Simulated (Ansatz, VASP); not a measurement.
## HfC: VASP beside Ansatz

File INCAR:

```
  PREC = Accurate
  ENCUT = 600
  EDIFF = 1E-6
  ISMEAR = 0
  SIGMA = 0.15
  LREAL = False
  LASPH = True
  NELM = 120
  ALGO = Normal
  ISIF = 2
  LWAVE = False
  LCHARG = False
  GGA = PE
  NBANDS = 14
  GGA_COMPAT = False
```

The input KPOINTS:

```
Automatic mesh
0
Gamma
  18 18 18
```

File POSCAR:

```
HfC
1.0
    0.0000000000      2.3250000000      2.3250000000
    2.3250000000      0.0000000000      2.3250000000
    2.3250000000      2.3250000000      0.0000000000
Hf C
1 1
Direct
    0.5215053763      0.4354838710      0.4784946237
    0.0000000000      0.0000000000      0.0000000000
```

Input for Ansatz:

```yaml
crystal:
  lattice:
    - [0.0, 2.325, 2.325]
    - [2.325, 0.0, 2.325]
    - [2.325, 2.325, 0.0]
  atoms:
    - { symbol: Hf, position: [0.5215053763, 0.435483871, 0.4784946237] }
    - { symbol: C, position: [0.0, 0.0, 0.0] }
basis:
  ecutwfc: 420
kpoints:
  mp_grid: { grid: [18, 18, 18] }
hamiltonian:
  xc: pbe
scf:
  occupations: { method: gaussian, width: 0.15 }
output:
  forces: true
  stress: true
  eigenvalues: true
```

Alike in both runs: task single point; functional PBE; k mesh 18 × 18 × 18; occupations gaussian, width 0.15 eV; no spin polarisation.

|  | VASP | Ansatz |
| --- | --- | --- |
| version | VASP 6.6.1 | Ansatz 0.2.0 |
| potentials or method | VASP PAW PBE potentials, release 64 (Hf_pv, C), cutoff 600 eV | scalar-relativistic, plane waves, PAW |
| valence electrons in the cell | 14 | 30 |

```csv
,VASP,Ansatz,Ansatz less VASP
gap on the k mesh at the Fermi level (eV),none,none,-
pressure (GPa),4.0,4.7,+0.70
"traceless stress, the component that is largest in VASP (GPa)",7.63,7.48,-0.148
rms of the force components (eV/Å),1.036,1.039,+0.0032
```

Atom by atom the forces differ by 0.005 eV/Å (rms over components). A gap of «none» marks a metal or a gap that the smearing closes. With one functional, cell and mesh, what is left measures potentials, basis and numerics. VASP's potentials hold 14 valence electrons a cell and Ansatz's 30, so a difference there can come from the potentials and not from the codes.

Neither program's run includes spin-orbit coupling.
